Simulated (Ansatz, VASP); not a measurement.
## Two plane-wave programs on SiBF

```
Si B F
1.0
     3.08183    0.00000    0.00000
     0.00000    3.08183    0.00000
     0.00000    0.00000    6.15994
Si B F
2 2 2
Direct
  0.50000 0.00000 0.76250
  0.00000 0.50000 0.23750
  0.50000 0.00000 0.11292
  0.00000 0.50000 0.88708
  0.00000 0.00000 0.50000
  0.50000 0.50000 0.50000
```

Change from the starting cell: species swapped into the LiFeAs type (P4/nmm, No. 129).

Alike in both runs: functional PBE; k mesh 12 × 12 × 6; occupations gaussian, width 0.1 eV; no spin polarisation.

Ansatz relaxed the structure, and its values are those at the end. VASP's run is a single point on that final structure, the one shown.

```csv
,VASP,Ansatz
version,VASP 6.6.1,Ansatz 0.2.0
potentials or method,"VASP PAW PBE potentials, release 64 (Si, B, F), cutoff 520 eV","scalar-relativistic, plane waves, PAW"
valence electrons in the cell,28,28
```

Ansatz gave:

```
gap on the k mesh at the Fermi level (eV) : none
pressure (GPa)                            : 0.0
rms of the force components (eV/Å)        : 0.000
```

**Question.** What did VASP give for the same quantities?

**Answer.** gap on the k mesh at the Fermi level (eV): none; pressure (GPa): -0.1; rms of the force components (eV/Å): 0.006.

A gap of «none» marks a metal or a gap that the smearing closes.
